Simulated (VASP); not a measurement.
NaH:

```
CELL_PARAMETERS angstrom
0.00000 2.39751 2.39751
2.39751 0.00000 2.39751
2.39751 2.39751 0.00000
ATOMIC_POSITIONS crystal
Na 0.00000 0.00000 0.00000
H 0.50000 0.50000 0.50000
```

Base run:

* Program: VASP 6.6.1
* Functional: PBE
* Potentials or basis: VASP PAW PBE potentials, release 64 (Na_pv, H)
* Cutoff: 520 eV
* k mesh: 6 × 6 × 6
* Occupations: gaussian, width 0.01 eV
* Spin: no spin polarisation

Its results: band gap on the k mesh 3.85 eV (least direct gap 4.67 eV); pressure 0.5 GPa.

Question: After a change of settings the same cell gave: band gap on the k mesh 4.40 eV (least direct gap 5.30 eV); pressure 0.2 GPa. Which change was it?
A. functional from PBE to HF; k mesh from 6 × 6 × 6 to 4 × 4 × 4
B. functional from PBE to HSE06; k mesh from 6 × 6 × 6 to 4 × 4 × 4
C. functional from PBE to PBE-based screened hybrid with 35 % exact exchange; k mesh from 6 × 6 × 6 to 4 × 4 × 4
D. functional from PBE to PBE-based screened hybrid with 30 % exact exchange; k mesh from 6 × 6 × 6 to 4 × 4 × 4

Answer: D.

Caveats: some runs use coarse meshes; the PAW data sets were made with another functional, which shifts forces and pressure a little (at least some runs).
